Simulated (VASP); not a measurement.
A run of VASP 6.6.1 is set up as follows.

File POSCAR:

```
HfO2
1.0
    0.0000000000      2.5575019374      2.5575019374
    2.5575019374      0.0000000000      2.5575019374
    2.5575019374      2.5575019374      0.0000000000
Hf O
1 2
Direct
    0.0000000000      0.0000000000      0.0000000000
    0.2500000000      0.2500000000      0.2500000000
    0.7500000000      0.7500000000      0.7500000000
```

Contents of INCAR.step1:

```
SYSTEM = HfO2
PREC = Accurate
ENCUT = 520
EDIFF = 1E-5
ISMEAR = 0
SIGMA = 0.05
LREAL = .FALSE.
LASPH = .TRUE.
NELM = 60
ALGO = Normal
ISIF = 2
LWAVE = .TRUE.
LCHARG = .FALSE.
GGA = PE
NBANDS = 18
```

The input INCAR.step2:

```
SYSTEM = HfO2
PREC = Accurate
ENCUT = 520
EDIFF = 1E-6
ISMEAR = 0
SIGMA = 0.05
LREAL = .FALSE.
LASPH = .TRUE.
NELM = 60
ALGO = Normal
ISIF = 2
LWAVE = .FALSE.
LCHARG = .FALSE.
METAGGA = R2SCAN
LHFCALC = .TRUE.
AEXX = 0.15
LMIXTAU = .TRUE.
PRECFOCK = Normal
ISTART = 1
NBANDS = 18
```

KPOINTS

```
regular mesh
0
G
  4 4 4
  0 0 0
```

Potentials or basis: VASP PAW PBE potentials, release 64 (Hf_pv, O).

The run is started by

```console
$ cat potpaw_PBE.64/Hf_pv/POTCAR potpaw_PBE.64/O/POTCAR > POTCAR
$ cp INCAR.step1 INCAR
$ mpirun -np 1 vasp_std > vasp.out
$ cp INCAR.step2 INCAR
$ mpirun -np 1 vasp_std > vasp.out
```

Question: What does it give for the band gap on the k mesh?

Answer: 5.50 eV.

Question: Estimate the pressure.

Answer: -14.9 GPa.

Caveat: the k points lie up to 0.53 Å⁻¹ apart; the PAW data sets were made with another functional, which shifts forces and pressure a little; spin-orbit coupling is left out, which moves the levels of the heavy elements. A k mesh can miss the band edges.
